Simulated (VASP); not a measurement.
Wanted: the native input for a VASP 6.6.1 run.

- Task: single point
- Functional: PBE
- Potentials or basis: VASP PAW PBE potentials, release 64 (Eu, Sb)
- Cutoff: 520 eV
- k mesh: 4 × 4 × 4
- Occupations: gaussian, width 0.05 eV
- Spin: collinear spin, ferromagnetic start
- Starting moments: [7.68, 7.68, 0.44, 0.44] μB
- Hubbard terms: Eu f U = 6.0 eV
- Dipole correction: no
- Further INCAR settings: ALGO = Normal; EDIFF = 1e-06; NBANDS = 34

The structure of EuSb lies in POSCAR:

```
EuSb
1.0
    4.9043416480      0.0000000000      0.0000000000
   -2.4521708240      4.2472844560      0.0000000000
    0.0000000000      0.0000000000      8.0321792857
Eu Sb
2 2
Direct
    0.6666666667      0.3333333333      0.0000000000
    0.3333333333      0.6666666667      0.5000000000
    0.6666666667      0.3333333333      0.6252000000
    0.3333333333      0.6666666667      0.1252000000
```

These files were run (other wordings do the same):

INCAR

```
SYSTEM = EuSb
ALGO = Normal ; EDIFF = 1E-6
ENCUT = 520 ; GGA = PE
ISIF = 2 ; ISMEAR = 0
ISPIN = 2 ; LASPH = .True.
LCHARG = .False. ; LDAU = .True.
LDAUJ = 0 0 ; LDAUL = 3 -1
LDAUPRINT = 1 ; LDAUTYPE = 2
LDAUU = 6 0 ; LMAXMIX = 6
LORBIT = 11 ; LREAL = .False.
LWAVE = .False. ; MAGMOM = 7.68 7.68 0.44 0.44
NBANDS = 34 ; NELM = 150
PREC = Accurate ; SIGMA = 0.05
```

KPOINTS

```
k-points
0
Gamma
  4 4 4
  0 0 0
```

Potentials or basis: VASP PAW PBE potentials, release 64 (Eu, Sb).

Command:

```sh
$ cat potpaw_PBE.64/Eu/POTCAR potpaw_PBE.64/Sb/POTCAR > POTCAR
$ mpirun -np 1 vasp_std > vasp.out
```

Results of the run:

* Pressure: 5.4 GPa
* Largest force: 0.029 eV/Å
* Net moment: 14.93 μB per cell
* Site moments: Eu +6.74; Sb +0.15 μB
* Valence electrons inside the program's atomic spheres: Eu 14.93; Sb 2.55

Caveat: the k points lie up to 0.37 Å⁻¹ apart.

Wall time 9.3 min on 1 thread of AMD EPYC 7R43 64-Core Processor (Zen 3), with other jobs on the host, peak memory 0.36 GiB.
